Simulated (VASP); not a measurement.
A run of VASP 6.6.1:

INCAR

```
PREC = Accurate
ENCUT = 520
EDIFF = 1E-6
ISMEAR = -1
SIGMA = 0.1
LREAL = False
LASPH = True
NELM = 60
ALGO = Normal
ISIF = 2
LWAVE = False
LCHARG = False
GGA = B5
ALDAX = 1.0
AGGAX = 1.0
AGGAC = 1.0
ALDAC = 0.0
NBANDS = 14
```

KPOINTS

```
regular mesh
0
Gamma
  16 16 16
```

File POSCAR:

```
Rh
1.0
   -1.5434371225      1.5434371225      1.5434371225
    1.5434371225     -1.5434371225      1.5434371225
    1.5434371225      1.5434371225     -1.5434371225
Rh
1
Direct
    0.0000000000      0.0000000000      0.0000000000
```

Potentials or basis: VASP PAW PBE potentials, release 64 (Rh_pv).

The run is started by

```console
$ cat potpaw_PBE.64/Rh_pv/POTCAR > POTCAR
$ mpirun -np 1 vasp_std > vasp.out
```

Hardware: 1 thread of Intel Xeon 6975P-C, with other jobs on the host.

Problem. How long does it take, and how much memory?

Solution. It took 21 s on 1 thread of Intel Xeon 6975P-C, on a shared host, peak memory 0.14 GiB. Counts: scf iterations 11, k points 145.
